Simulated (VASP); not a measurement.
A run of VASP 6.6.1 is set up as follows.

File INCAR:

```
PREC = Accurate ; ENCUT = 520
EDIFF = 1E-6 ; ISMEAR = 0
SIGMA = 0.05 ; LREAL = F
LASPH = T ; NELM = 60
ALGO = Normal ; ISIF = 2
LWAVE = F ; LCHARG = T
GGA = PS ; IVDW = 12
LELF = T ; LVHAR = T
NBANDS = 20
```

Contents of KPOINTS:

```
Automatic mesh
0
Gamma
  12 12 2
```

The input POSCAR:

```
WS2
1.0
    3.0977750082      0.0000000000      0.0000000000
   -1.5488875041      2.6827518523      0.0000000000
    0.0000000000      0.0000000000     16.7957060984
W S
1 2
Direct
    0.3333333333      0.6666666667      0.0000000000
    0.6545016127      0.3333333333      0.9071447969
    0.6788317206      0.3333333333      0.0928552031
```

Potentials or basis: VASP PAW PBE potentials, release 64 (W_sv, S).

The run is started by

```console
$ cat potpaw_PBE.64/W_sv/POTCAR potpaw_PBE.64/S/POTCAR > POTCAR
$ mpirun -np 1 vasp_std > vasp.out
```

(1) Estimate the band gap on the k mesh.

(2) What does it give for the dispersion energy per atom?

(3) Predict the largest force.

Results:

(1) 2.03 eV (least direct gap 2.11 eV).

(2) -0.258 eV.

(3) 0.678 eV/Å.

Caveat: the cell differs from its parent crystal (atoms displaced along a vibrational mode, the cell strained); the PAW data sets were made with another functional, which shifts forces and pressure a little; spin-orbit coupling is left out, which moves the levels of the heavy elements.
